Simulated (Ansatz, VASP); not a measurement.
## Ge2H: VASP beside Ansatz

File INCAR:

```
SYSTEM = Ge2H
PREC = Accurate
ENCUT = 520
EDIFF = 1E-7
ISMEAR = 0
SIGMA = 0.1
LREAL = .FALSE.
LASPH = .TRUE.
NELM = 150
ALGO = Normal
ISIF = 2
LWAVE = .FALSE.
LCHARG = .FALSE.
ISPIN = 2
MAGMOM = 0 0 1
LORBIT = 11
LDIPOL = .TRUE.
IDIPOL = 3
DIPOL = 0.5 0.5 0.256
GGA = PE
IVDW = 12
NBANDS = 26
```

File KPOINTS:

```
Automatic mesh
0
G
  9 9 1
  0 0 0
```

File POSCAR:

```
Ge2H
1.0
    4.0226895460      0.0000000000      0.0000000000
   -2.0113447730      3.4837513384      0.0000000000
    0.0000000000      0.0000000000     17.6842610184
Ge H
2 1
Direct
    0.3333333333      0.6666666667      0.2648830513
    0.6666666667      0.3333333333      0.2261898304
    1.0000000000      0.0000000000      0.2756270682
```

Input for Ansatz:

```yaml
crystal:
  lattice:
    - [4.022689546, 0.0, 0.0]
    - [-2.011344773, 3.4837513384, 0.0]
    - [0.0, 0.0, 17.6842610184]
  atoms:
    - { symbol: Ge, position: [0.3333333333, 0.6666666667, 0.2648830513] }
    - { symbol: Ge, position: [0.6666666667, 0.3333333333, 0.2261898304] }
    - { symbol: H, position: [1.0, 0.0, 0.2756270682], spin: 1.0 }
basis:
  ecutwfc: 420
kpoints:
  mp_grid: { grid: [9, 9, 1] }
hamiltonian:
  xc: pbe
  pseudopotentials: { kind: paw, azcp: { folder: soft_1 } }
  dispersion: d3bj
scf:
  occupations: { method: gaussian, width: 0.1 }
output:
  forces: true
  eigenvalues: true
  populations: true
magnetization:
  spin_polarized: true
efield:
  axis: 3
  dipole_correction: true
  ramp_width: 0.04
```

Alike in both runs: task single point; functional PBE; dispersion D3(BJ); k mesh 9 × 9 × 1; occupations gaussian, width 0.1 eV; collinear spin.

|  | VASP | Ansatz |
| --- | --- | --- |
| version | VASP 6.6.1 | Ansatz 0.2.0 |
| potentials or method | VASP PAW PBE potentials, release 64 (Ge_d, H), cutoff 520 eV | scalar-relativistic, plane waves, PAW |
| valence electrons in the cell | 29 | 29 |

|  | VASP | Ansatz | Ansatz less VASP |
| --- | --- | --- | --- |
| gap on the k mesh at the Fermi level (eV) | none | none | - |
| rms of the force components (eV/Å) | 0.194 | 0.194 | +0.0008 |
| net moment per atom (μB) | 0.02 | 0.02 | 0.000 |

Atom by atom the forces differ by 0.001 eV/Å (rms over components). A gap of «none» marks a metal or a gap that the smearing closes. Ansatz's warnings: seeded moment not kept.
